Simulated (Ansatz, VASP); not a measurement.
## PbS: VASP beside Ansatz

Contents of INCAR:

```
PREC = Accurate
ENCUT = 520
EDIFF = 1E-7
ISMEAR = -1
SIGMA = 0.08
LREAL = F
LASPH = T
NELM = 60
ALGO = Normal
ISIF = 2
LWAVE = F
LCHARG = F
GGA = PE
NBANDS = 17
```

The input KPOINTS:

```
Automatic mesh
0
Gamma
  11 11 11
```

File POSCAR:

```
PbS
1.0
    3.6526978290      0.0000000000      0.0000000000
    0.0000000000      3.6526978290      0.0000000000
    0.0000000000      0.0000000000      3.6526978290
Pb S
1 1
Direct
    0.0000000000      0.0000000000      0.0000000000
    0.5000000000      0.5000000000      0.5000000000
```

Input for Ansatz:

```yaml
crystal:
  lattice:
    - [3.652697829, 0.0, 0.0]
    - [0.0, 3.652697829, 0.0]
    - [0.0, 0.0, 3.652697829]
  atoms:
    - { symbol: Pb, position: [0.0, 0.0, 0.0] }
    - { symbol: S, position: [0.5, 0.5, 0.5] }
kpoints:
  mp_grid: { grid: [11, 11, 11] }
scf:
  occupations: { method: fermi_dirac, width: 0.08 }
hamiltonian:
  xc: pbe
  pseudopotentials: { kind: all_electron, lapw: { basis_error: 0.03 } }
output:
  forces: true
  stress: true
  eigenvalues: true
```

Alike in both runs: task single point; functional PBE; k mesh 11 × 11 × 11; occupations fermi-dirac, width 0.08 eV; no spin polarisation.

|  | VASP | Ansatz |
| --- | --- | --- |
| version | VASP 6.6.1 | Ansatz 0.2.0 |
| potentials or method | VASP PAW PBE potentials, release 64 (Pb_d, S), cutoff 520 eV | all-electron LAPW, scalar-relativistic |

```tsv
	VASP	Ansatz	Ansatz less VASP
pressure (GPa)	-0.1	0.0	+0.11
```

Ansatz ran all-electron here, and VASP with PAW potentials.

Neither program's run includes spin-orbit coupling.
